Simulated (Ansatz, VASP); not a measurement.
Y in VASP and in Ansatz

```xyz
2
Lattice="3.6515 0.0000 0.0000 -1.8257 3.1623 0.0000 0.0000 0.0000 5.7474" Properties=species:S:1:pos:R:3 pbc="T T T"
Y     0.1414    2.2496    1.4368
Y     1.8257    1.0541    4.3106
```

Alike in both runs: task single point; functional PBEsol; k mesh 18 × 18 × 8; occupations gaussian, width 0.15 eV; no spin polarisation.

|  | VASP | Ansatz |
| --- | --- | --- |
| version | VASP 6.6.1 | Ansatz 0.2.0 |
| potentials or method | VASP PAW PBE potentials, release 64 (Y_sv), cutoff 520 eV | scalar-relativistic, plane waves, PAW |
| valence electrons in the cell | 22 | 22 |

|  | VASP | Ansatz | Ansatz less VASP |
| --- | --- | --- | --- |
| gap on the k mesh at the Fermi level (eV) | none | none | - |
| pressure (GPa) | -2.3 | -2.2 | +0.10 |
| traceless stress, the component that is largest in VASP (GPa) | 0.55 | 0.55 | +0.006 |
| rms of the force components (eV/Å) | 0.126 | 0.126 | -0.0002 |

VASP's potentials were made for PBE, not for PBEsol. Atom by atom the forces differ by 0.000 eV/Å (rms over components). A gap of «none» marks a metal or a gap that the smearing closes. With one functional, cell and mesh, what is left measures potentials, basis and numerics.
